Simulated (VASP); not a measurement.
# KAg2PH4 (I-42m) in VASP: single point with r2SCAN

Aim: the single point of KAg2PH4 with r2SCAN.

Everything below comes from runs of VASP 6.6.1. Logs are shortened: lines on timing, memory, paths and dates and some standing lists are left out, and cuts for length are marked.

## 1. The cell of the first run

It takes space group I-42m (No. 121, tetragonal). The conventional cell has a = 5.694 Å, b = 5.694 Å, c = 6.830 Å, α = 90.00°, β = 90.00°, γ = 90.00°. Ag (site symmetry -4) has 4 H at 2.26 Å within 3.0 Å. Within 2.2 Å of P (site symmetry -42m) lie 4 H at 1.64 Å. Within 3.7 Å of K (site symmetry -42m) lie 8 H at 2.83 Å and 8 Ag at 3.32 Å and 2 P at 3.42 Å. H (site symmetry m) has 1 P at 1.64 Å and 2 Ag at 2.26 Å within 2.3 Å.

## 2. Single point, r2SCAN

POSCAR

```
KAg2PH4
1.0
   -2.8468820000      2.8468820000      3.4151200000
    2.8468820000     -2.8468820000      3.4151200000
    2.8468820000      2.8468820000     -3.4151200000
Ag P K H
2 1 1 4
Direct
    0.2500000000      0.7500000000      0.5000000000
    0.7500000000      0.2500000000      0.5000000000
    0.0000000000      0.0000000000      0.0000000000
    0.5000000000      0.5000000000      0.0000000000
    0.0315000000      0.6965000000      0.0000000000
    0.3035000000      0.3035000000      0.3350000000
    0.6965000000      0.0315000000      0.0000000000
    0.9685000000      0.9685000000      0.6650000000
```

INCAR.step1

```
SYSTEM = KAg2PH4
PREC = Accurate
ENCUT = 520
ISMEAR = -5
SIGMA = 0.1
LREAL = .FALSE.
LASPH = .TRUE.
NELM = 60
NBANDS = 30
GGA = PE
ALGO = Normal
EDIFF = 1E-4
LWAVE = .TRUE.
LCHARG = .FALSE.
```

INCAR.step2

```
SYSTEM = KAg2PH4
PREC = Accurate
ENCUT = 520
EDIFF = 1E-6
ISMEAR = -5
SIGMA = 0.1
LREAL = .FALSE.
LASPH = .TRUE.
NELM = 60
ALGO = Normal
ISIF = 2
LWAVE = .FALSE.
LCHARG = .FALSE.
METAGGA = R2SCAN
LMIXTAU = .TRUE.
NBANDS = 30
ISTART = 1
```

KPOINTS

```
Automatic mesh
0
G
  6 6 6
  0 0 0
```

Potentials or basis: VASP PAW PBE potentials, release 64 (Ag, P, K_sv, H).

Run with:

```console
$ cat potpaw_PBE.64/Ag/POTCAR potpaw_PBE.64/P/POTCAR potpaw_PBE.64/K_sv/POTCAR potpaw_PBE.64/H/POTCAR > POTCAR
$ cp INCAR.step1 INCAR
$ mpirun -np 1 vasp_std > vasp.out
$ cp INCAR.step2 INCAR
$ mpirun -np 1 vasp_std > vasp.out
```

OUTCAR:

```text
SYSTEM = KAg2PH4
   PREC = Accurate
   ENCUT = 520
   EDIFF = 1E-6
   ISMEAR = -5
   LREAL = .FALSE.
   LASPH = .TRUE.
   NELM = 60
   ISIF = 2
   METAGGA = R2SCAN
   ISTART = 1

 ion  position               nearest neighbor table
   1  0.250  0.750  0.500-   4 3.32   4 3.32   4 3.32   4 3.32   2 3.42   2 3.42
   2  0.750  0.250  0.500-   4 3.32   4 3.32   4 3.32   4 3.32   1 3.42   1 3.42
   3  0.000  0.000  0.000-   5 1.64   6 1.64   7 1.64   8 1.64
   4  0.500  0.500  0.000-   1 3.32   2 3.32   1 3.32   2 3.32   1 3.32   2 3.32   1 3.32   2 3.32

   5  0.032  0.697  0.000-   3 1.64
   6  0.303  0.303  0.335-   3 1.64
   7  0.697  0.032  0.000-   3 1.64
   8  0.968  0.968  0.665-   3 1.64

  LATTYP: Found a body centered tetragonal cell.
 ALAT       =     5.6937640000
 C/A-ratio  =     1.1996001239

  Lattice vectors:

 A1 = (  -2.8468820000,   2.8468820000,   3.4151200000)
 A2 = (   2.8468820000,  -2.8468820000,   3.4151200000)
 A3 = (   2.8468820000,   2.8468820000,  -3.4151200000)

Analysis of symmetry for initial positions (statically):
=====================================================================
 Subroutine PRICEL returns:
 Original cell was already a primitive cell.

 Routine SETGRP: Setting up the symmetry group for a
 body centered tetragonal supercell.

 Subroutine GETGRP returns: Found  8 space group operations
 (whereof  8 operations were pure point group operations)
 out of a pool of 16 trial point group operations.

The static configuration has the point symmetry D_2d.

Analysis of symmetry for dynamics (positions and initial velocities):
=====================================================================
 Subroutine PRICEL returns:
 Original cell was already a primitive cell.

 Routine SETGRP: Setting up the symmetry group for a
 body centered tetragonal supercell.

 Subroutine GETGRP returns: Found  8 space group operations
 (whereof  8 operations were pure point group operations)
 out of a pool of 16 trial point group operations.

The dynamic configuration has the point symmetry D_2d.

 Subroutine INISYM returns: Found  8 space group operations
 (whereof  8 operations are pure point group operations),
 and found     1 'primitive' translations

----------------------------------------------------------------------------------------

                                     Primitive cell
[... 104 lines left out ...]
   NELM   =     60;   NELMIN=  2; NELMDL=  0     # of ELM steps
   EDIFF  = 0.1E-05   stopping-criterion for ELM
   LREAL  =      F    real-space projection
   EDIFFG = 0.1E-04   stopping-criterion for IOM
   NSW    =      0    number of steps for IOM
   IBRION =     -1    ionic relax: 0-MD 1-quasi-New 2-CG
   NFREE  =      0    steps in history (QN), initial steepest desc. (CG)
   ISIF   =      2    stress and relaxation
   ISYM   =      2    0-nonsym 1-usesym 2-fastsym
   POTIM  = 0.5000    time-step for ionic-motion
   TEBEG  =    0.0;   TEEND  =   0.0 temperature during run
   PSTRESS=    0.0 pullay stress
   NELECT =      40.0000    total number of electrons
   NUPDOWN=      -1.0000    fix difference up-down
   EMIN   =  10.00;   EMAX   =-10.00  energy-range for DOS
   EFERMI =   0.00;   METHOD = LEGACY
   ISMEAR =    -5;   SIGMA  =   0.10  broadening in eV -4-tet -1-fermi 0-gaus
   EFERMI_NEDOS =   21; number of points for ismear=-14 and -15
   IALGO  =     38    algorithm
   IMIX   =      4    mixing-type and parameters
     AMIX     =   0.40;   BMIX     =  1.00
     AMIX_MAG =   1.60;   BMIX_MAG =  1.00
  volume/ion in A,a.u.               =      13.84        93.39
  Fermi-wavevector in a.u.,A,eV,Ry     =   1.165986  2.203393 18.497426  1.359522
  Thomas-Fermi vector in A             =   2.302505
   LORBIT       =      0    0 simple, 1 ext, 2 COOP (PROOUT), +10 PAW based schemes
   METAGGA = R2SCAN    functional components
   LHFCALC =     F    Hartree Fock is set to
   AEXX    =    0.0000 exact exchange contribution
   IVDW    =     0    specifies the selected vdW correction
   LEPSILON=     F    determine dielectric tensor
   LRPA    =     F    only Hartree local field effects (RPA)
 non-spin polarized calculation
 Fermi weights with tetrahedron method with Bloechl corrections
  energy-cutoff  :      520.00
  volume of cell :      110.71
 maximum number of plane-waves:      2997
   NGX = 19   NGY = 19   NGZ = 19

 number of electron      40.0000000 magnetization

 Free energy of the ion-electron system (eV)
  ---------------------------------------------------
  ext. energy  EPLUGINS =         0.00000000
  ---------------------------------------------------
  free energy    TOTEN  =       -67.55127446 eV

  energy without entropy =      -67.55127446  energy(sigma->0) =      -67.55127446

 E-fermi :   4.2216     XC(G=0): -10.1338

 val. band max:        4.3391485848   @ k =   0.5000   0.5000   0.5000
 cond. band min:       4.1200766893   @ k =   0.5000   0.5000   0.1667
 fundamental gap:     -0.2190718956
 Fermi energy:         4.2215948205

 k-point     1 :       0.0000    0.0000    0.0000
  band No.  band energies     occupation
      1     -27.9619      2.00000
      2     -10.8079      2.00000
      3     -10.7497      2.00000
      4     -10.7497      2.00000
      5      -9.4274      2.00000
      6      -3.2467      2.00000
[... 781 lines left out ...]
     29      11.2522      0.00000
     30      11.3954      0.00000

 [... further k-points ...]
[... 5 lines left out ...]
  --------------------------------------------------------------------------------------
  -------------------------------------------------------------------------------------
  Total       -0.9107356     -0.9107356      0.3845202      0.0000000     -0.0000000      0.0000000
  in kB      -13.1794722    -13.1794722      5.5644828      0.0000000     -0.0000000      0.0000000
  external PRESSURE =      -6.9314872 kB  Pullay stress =       0.0000000 kB

 VOLUME and BASIS-vectors are now :
 -----------------------------------------------------------------------------
  energy-cutoff  :      520.00
  volume of cell :      110.71
      direct lattice vectors                 reciprocal lattice vectors
    -2.846882000  2.846882000  3.415120000     0.000000000  0.175630743  0.146407740
     2.846882000 -2.846882000  3.415120000     0.175630743  0.000000000  0.146407740
     2.846882000  2.846882000 -3.415120000     0.175630743  0.175630743  0.000000000

 POSITION                                       TOTAL-FORCE (eV/Angst)
 -----------------------------------------------------------------------------------
      2.84688      0.00000      1.70756         0.000000     -0.000000      0.000000
      0.00000      2.84688      1.70756         0.000000     -0.000000      0.000000
      0.00000      0.00000      0.00000         0.000000     -0.000000      0.000000
      0.00000      0.00000      3.41512         0.000000     -0.000000      0.000000
      1.89318     -1.89318      2.48621         0.487040     -0.487040     -0.066419
      0.95371      0.95371      0.92891        -0.487040     -0.487040      0.066419
     -1.89318      1.89318      2.48621        -0.487040      0.487040     -0.066419
      1.89318      1.89318      4.34403         0.487040      0.487040      0.066419
 -----------------------------------------------------------------------------------
    total drift:                                0.000001      0.000001      0.000001

  FREE ENERGIE OF THE ION-ELECTRON SYSTEM (eV)
  ---------------------------------------------------
  free  energy   TOTEN  =       -67.5512744575 eV

  energy  without entropy=      -67.5512744575  energy(sigma->0) =      -67.55127446
```

OUTCAR.step1:

```text
SYSTEM = KAg2PH4
   PREC = Accurate
   ENCUT = 520
   ISMEAR = -5
   LREAL = .FALSE.
   LASPH = .TRUE.
[... 1040 lines left out ...]
      0.95371      0.95371      0.92891        -0.433928     -0.433928      0.067850
     -1.89318      1.89318      2.48621        -0.433928      0.433928     -0.067850
      1.89318      1.89318      4.34403         0.433928      0.433928      0.067850
 -----------------------------------------------------------------------------------
    total drift:                                0.000000      0.000000      0.000000

  FREE ENERGIE OF THE ION-ELECTRON SYSTEM (eV)
  ---------------------------------------------------
  free  energy   TOTEN  =       -21.6928527810 eV

  energy  without entropy=      -21.6928527810  energy(sigma->0) =      -21.69285278
```

OSZICAR.step1:

```text
N       E                     dE             d eps       ncg     rms          rms(c)
DAV:   1     0.218294199421E+03    0.21829E+03   -0.18478E+04  1800   0.120E+03
DAV:   2    -0.110795820231E+02   -0.22937E+03   -0.22010E+03  1986   0.292E+02
DAV:   3    -0.223172338097E+02   -0.11238E+02   -0.11153E+02  2748   0.556E+01
DAV:   4    -0.225522604850E+02   -0.23503E+00   -0.23483E+00  2502   0.656E+00
DAV:   5    -0.225587741251E+02   -0.65136E-02   -0.65021E-02  2412   0.761E-01    0.101E+01
DAV:   6    -0.217752918622E+02    0.78348E+00   -0.27803E+00  2034   0.113E+01    0.593E+00
DAV:   7    -0.217045666598E+02    0.70725E-01   -0.32214E-01  2112   0.333E+00    0.287E+00
DAV:   8    -0.216927305243E+02    0.11836E-01   -0.51990E-02  2262   0.975E-01    0.645E-01
DAV:   9    -0.216927292246E+02    0.12997E-05   -0.69708E-03  2208   0.511E-01    0.167E-01
DAV:  10    -0.216928040228E+02   -0.74798E-04   -0.13439E-03  2142   0.169E-01    0.537E-02
DAV:  11    -0.216928527810E+02   -0.48758E-04   -0.15110E-04  1662   0.562E-02
   1 F= -.21692853E+02 E0= -.21692853E+02  d E =0.000000E+00
```

It took 5.2 min on 1 thread of Intel Xeon Platinum 8259CL at 2.50GHz (Skylake/Cascade Lake), shared host; peak memory 0.32 GiB.

Results:

```
Free energy            : -67.5513 eV
Pressure               : -0.7 GPa
Largest force          : 0.692 eV/Å
Band gap on the k mesh : zero (bands 20 and 21 overlap by 0.82 eV)
```

Forces in eV/Å, atoms in the order of the input:
```
Ag   0.000  0.000  0.000
Ag   0.000  0.000  0.000
P    0.000  0.000  0.000
K    0.000  0.000  0.000
H    0.487 -0.487 -0.066
H   -0.487 -0.487  0.066
H   -0.487  0.487 -0.066
H    0.487  0.487  0.066
```

Caveat: the PAW data sets were made with another functional, which shifts forces and pressure a little; tetrahedron occupations give inexact forces and stress in metals.
